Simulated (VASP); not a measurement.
# BiRu (rocksalt type) (Fm-3m) in VASP: notebook, part 2 of 2

VASP 6.6.1.

### 4 Electric field gradients, r2SCAN

POSCAR

```
BiRu
1.0
    0.0000000000      2.7747409757      2.7747409757
    2.7747409757      0.0000000000      2.7747409757
    2.7747409757      2.7747409757      0.0000000000
Ru Bi
1 1
Direct
    0.0000000000      0.0000000000      0.0000000000
    0.5000000000      0.5000000000      0.5000000000
```

INCAR.step1

```
SYSTEM = BiRu
PREC = Accurate
ENCUT = 520
ISMEAR = -1
SIGMA = 0.05
LREAL = .FALSE.
LASPH = .TRUE.
NELM = 80
NBANDS = 22
GGA = PE
ALGO = Normal
EDIFF = 1E-4
LWAVE = .TRUE.
LCHARG = .FALSE.
```

INCAR.step2

```
SYSTEM = BiRu
PREC = Accurate
ENCUT = 520
EDIFF = 1E-8
ISMEAR = -1
SIGMA = 0.05
LREAL = .FALSE.
LASPH = .TRUE.
NELM = 80
ALGO = Normal
ISIF = 2
LWAVE = .FALSE.
LCHARG = .FALSE.
METAGGA = R2SCAN
LMIXTAU = .TRUE.
LEFG = .TRUE.
NBANDS = 22
ISTART = 1
```

KPOINTS

```
Automatic mesh
0
G
  10 10 10
  0 0 0
```

Potentials or basis: VASP PAW PBE potentials, release 64 (Ru_pv, Bi_d).

On the command line:

```bash
$ cat potpaw_PBE.64/Ru_pv/POTCAR potpaw_PBE.64/Bi_d/POTCAR > POTCAR
$ cp INCAR.step1 INCAR
$ mpirun -np 1 vasp_std > vasp.out
$ cp INCAR.step2 INCAR
$ mpirun -np 1 vasp_std > vasp.out
```

OUTCAR:

```text
SYSTEM = BiRu
   PREC = Accurate
   ENCUT = 520
   EDIFF = 1E-8
   ISMEAR = -1
   LREAL = .FALSE.
   LASPH = .TRUE.
   NELM = 80
   ISIF = 2
   METAGGA = R2SCAN
   ISTART = 1

 ion  position               nearest neighbor table
   1  0.000  0.000  0.000-   2 2.77   2 2.77   2 2.77   2 2.77   2 2.77   2 2.77
   2  0.500  0.500  0.500-   1 2.77   1 2.77   1 2.77   1 2.77   1 2.77   1 2.77

  LATTYP: Found a face centered cubic cell.
 ALAT       =     5.5494819514

  Lattice vectors:

 A1 = (   0.0000000000,   2.7747409757,   2.7747409757)
 A2 = (   2.7747409757,   0.0000000000,   2.7747409757)
 A3 = (   2.7747409757,   2.7747409757,   0.0000000000)

Analysis of symmetry for initial positions (statically):
=====================================================================
 Subroutine PRICEL returns:
 Original cell was already a primitive cell.

 Routine SETGRP: Setting up the symmetry group for a
 face centered cubic supercell.

 Subroutine GETGRP returns: Found 48 space group operations
 (whereof 48 operations were pure point group operations)
 out of a pool of 48 trial point group operations.

The static configuration has the point symmetry O_h .

Analysis of symmetry for dynamics (positions and initial velocities):
=====================================================================
 Subroutine PRICEL returns:
 Original cell was already a primitive cell.

 Routine SETGRP: Setting up the symmetry group for a
 face centered cubic supercell.

 Subroutine GETGRP returns: Found 48 space group operations
 (whereof 48 operations were pure point group operations)
 out of a pool of 48 trial point group operations.

The dynamic configuration has the point symmetry O_h .

 Subroutine INISYM returns: Found 48 space group operations
 (whereof 48 operations are pure point group operations),
 and found     1 'primitive' translations

----------------------------------------------------------------------------------------

                                     Primitive cell

  volume of cell :      42.7265

  direct lattice vectors                    reciprocal lattice vectors
     0.000000000  2.774740976  2.774740976    -0.180197000  0.180197000  0.180197000
     2.774740976  0.000000000  2.774740976     0.180197000 -0.180197000  0.180197000
     2.774740976  2.774740976  0.000000000     0.180197000  0.180197000 -0.180197000

  length of vectors
     3.924076320  3.924076320  3.924076320     0.312110360  0.312110360  0.312110360

  position of ions in fractional coordinates (direct lattice)
     0.000000000  0.000000000  0.000000000
     0.500000000  0.500000000  0.500000000

  ion indices of the primitive-cell ions
   primitive index   ion index
                 1           1
                 2           2

----------------------------------------------------------------------------------------

 KPOINTS: Automatic mesh

Automatic generation of k-mesh.
 Grid dimensions read from file:
[... 70 lines left out ...]
   NFREE  =      0    steps in history (QN), initial steepest desc. (CG)
   ISIF   =      2    stress and relaxation
   ISYM   =      2    0-nonsym 1-usesym 2-fastsym
   POTIM  = 0.5000    time-step for ionic-motion
   TEBEG  =    0.0;   TEEND  =   0.0 temperature during run
   PSTRESS=    0.0 pullay stress
   NELECT =      29.0000    total number of electrons
   NUPDOWN=      -1.0000    fix difference up-down
   EMIN   =  10.00;   EMAX   =-10.00  energy-range for DOS
   EFERMI =   0.00;   METHOD = LEGACY
   ISMEAR =    -1;   SIGMA  =   0.05  broadening in eV -4-tet -1-fermi 0-gaus
   EFERMI_NEDOS =   21; number of points for ismear=-14 and -15
   IALGO  =     38    algorithm
   IMIX   =      4    mixing-type and parameters
     AMIX     =   0.40;   BMIX     =  1.00
     AMIX_MAG =   1.60;   BMIX_MAG =  1.00
  volume/ion in A,a.u.               =      21.36       144.17
  Fermi-wavevector in a.u.,A,eV,Ry     =   1.438716  2.718779 28.162747  2.069904
  Thomas-Fermi vector in A             =   2.557652
   LORBIT       =      0    0 simple, 1 ext, 2 COOP (PROOUT), +10 PAW based schemes
   METAGGA = R2SCAN    functional components
   LHFCALC =     F    Hartree Fock is set to
   AEXX    =    0.0000 exact exchange contribution
   IVDW    =     0    specifies the selected vdW correction
   LEPSILON=     F    determine dielectric tensor
   LRPA    =     F    only Hartree local field effects (RPA)
 non-spin polarized calculation
  energy-cutoff  :      520.00
  volume of cell :       42.73
 maximum number of plane-waves:      1179
 NGX is ok and might be reduce to    30
   NGX = 15   NGY = 15   NGZ = 15

 number of electron      29.0000001 magnetization

 Free energy of the ion-electron system (eV)
  ---------------------------------------------------
  ext. energy  EPLUGINS =         0.00000000
  ---------------------------------------------------
  free energy    TOTEN  =       -82.44558828 eV

  energy without entropy =      -82.42810089  energy(sigma->0) =      -82.43684458

 E-fermi :   9.4391     XC(G=0): -12.5786

 val. band max:        9.3828278094   @ k =  -0.3000   0.1000   0.0000
 cond. band min:       9.4532039898   @ k =  -0.3000   0.3000   0.1000
 fundamental gap:      0.0703761803
 Fermi energy:         9.4391349802

 k-point     1 :       0.0000    0.0000    0.0000
  band No.  band energies     occupation
      1     -33.6829      2.00000
      2     -33.6829      2.00000
      3     -33.6829      2.00000
      4     -14.1043      2.00000
      5     -14.1043      2.00000
      6     -14.0223      2.00000
[... 589 lines left out ...]
     21      21.5595      0.00000
     22      21.9607      0.00000

 [... further k-points ...]

------------------------ aborting loop because EDIFF is reached ----------------------------------------

  FORCE on cell =-STRESS in cart. coord.  units (eV):
  Direction    XX          YY          ZZ          XY          YZ          ZX
  --------------------------------------------------------------------------------------
  -------------------------------------------------------------------------------------
  Total       -0.6347828     -0.6347828     -0.6347828     -0.0000000      0.0000000     -0.0000000
  in kB      -23.8033675    -23.8033675    -23.8033675     -0.0000000      0.0000000     -0.0000000
  external PRESSURE =     -23.8033675 kB  Pullay stress =       0.0000000 kB

 VOLUME and BASIS-vectors are now :
 -----------------------------------------------------------------------------
  energy-cutoff  :      520.00
  volume of cell :       42.73
      direct lattice vectors                 reciprocal lattice vectors
     0.000000000  2.774740976  2.774740976    -0.180197000  0.180197000  0.180197000
     2.774740976  0.000000000  2.774740976     0.180197000 -0.180197000  0.180197000
     2.774740976  2.774740976  0.000000000     0.180197000  0.180197000 -0.180197000

 POSITION                                       TOTAL-FORCE (eV/Angst)
 -----------------------------------------------------------------------------------
      0.00000      0.00000      0.00000         0.000000      0.000000      0.000000
      2.77474      2.77474      2.77474         0.000000      0.000000      0.000000
 -----------------------------------------------------------------------------------
    total drift:                                0.000000      0.000000      0.000000

  FREE ENERGIE OF THE ION-ELECTRON SYSTEM (eV)
  ---------------------------------------------------
  free  energy   TOTEN  =       -82.4455882800 eV

  energy  without entropy=      -82.4281008853  energy(sigma->0) =      -82.43684458

 Electric field gradients (V/A^2)
---------------------------------------------------------------------
 ion       V_xx      V_yy      V_zz      V_xy      V_xz      V_yz
---------------------------------------------------------------------
   1      -0.000    -0.000     0.000     0.001     0.001     0.001
   2      -0.000     0.000    -0.000     0.002     0.002     0.002
---------------------------------------------------------------------

 Electric field gradients after diagonalization (V/A^2)
 (convention: |V_zz| > |V_xx| > |V_yy|)
----------------------------------------------------------------------
 ion       V_xx      V_yy      V_zz     asymmetry (V_yy - V_xx)/ V_zz
----------------------------------------------------------------------
   1      -0.001    -0.001     0.003       0.000
   2      -0.002    -0.002     0.004       0.000
----------------------------------------------------------------------

           NMR quadrupolar parameters

 Cq : quadrupolar parameter    Cq=e*Q*V_zz/h
 eta: asymmetry parameters     (V_yy - V_xx)/ V_zz
 Q  : nuclear electric quadrupole moment in mb (millibarn)
----------------------------------------------------------------------
 ion       Cq(MHz)       eta       Q (mb)
----------------------------------------------------------------------
   1       0.000       0.000       1.000
   2       0.000       0.000       1.000
----------------------------------------------------------------------
```

It took 2.1 min on 1 thread of Intel Xeon Platinum 8488C (Sapphire Rapids), shared host; peak memory 0.19 GiB.

What came out:

```yaml
Free_energy: -82.4456 eV
Pressure: -2.4 GPa
Band_gap_on_the_k_mesh: zero (an odd number of electrons rules out a gap without spin polarisation)
Largest_electric_field_gradient_by_atom: zero within the noise of the run
```

Caveat: the PAW data sets were made with another functional, which shifts forces and pressure a little; spin-orbit coupling is left out, which moves the levels of the heavy elements.

### 5 Overview

```tsv
level	potentials or basis	gap on the mesh (eV)	pressure (GPa)
LDA	VASP PAW LDA potentials, release 64 (Ru_pv, Bi_d)	none	-7.9
PBEsol	VASP PAW PBE potentials, release 64 (Ru_pv, Bi_d)	none	-5.3
r2SCAN	VASP PAW PBE potentials, release 64 (Ru_pv, Bi_d)	none	-2.4
```

Alike in all rows: task electric field gradients; no spin polarisation; cell as given; k mesh 10 × 10 × 10; cutoff (eV) 520; smearing fermi-dirac 0.05 eV.

Caveats: spin-orbit coupling is left out, which moves the levels of the heavy elements; the cell stands under tension (at least some runs); the PAW data sets were made with another functional, which shifts forces and pressure a little (at least some runs).

Total energies depend on the potentials used, so only differences within one code and one set of settings carry meaning.
